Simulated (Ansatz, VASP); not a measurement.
## Two plane-wave programs on Hg

```xyz
1
Lattice="3.1006 0.0000 0.0000 0.0000 3.1006 0.0000 0.0000 0.0000 3.1006" Properties=species:S:1:pos:R:3 pbc="T T T"
Hg    0.0000    0.0000    0.0000
```

Alike in both runs: functional PBE; k mesh 12 × 12 × 12; occupations fermi-dirac, width 0.08 eV; no spin polarisation.

Ansatz relaxed the structure, and its values are those at the end. VASP's run is a single point on that final structure, the one shown.

|  | VASP | Ansatz |
| --- | --- | --- |
| version | VASP 6.6.1 | Ansatz 0.2.0 |
| potentials or method | VASP PAW PBE potentials, release 64 (Hg) | PAW with Ansatz's default frozen-core files, scalar-relativistic |
| plane-wave cutoff (eV) | 500 | 420 |
| valence electrons in the cell | 12 | 20 |

|  | VASP | Ansatz | Ansatz less VASP |
| --- | --- | --- | --- |
| pressure (GPa) | 0.1 | 0.0 | -0.18 |

The functional is the same, so the differences come from potentials, cutoffs and numerics. VASP's potentials hold 12 valence electrons a cell and Ansatz's 20, so a difference there can come from the potentials and not from the codes.

Neither program's run includes spin-orbit coupling.
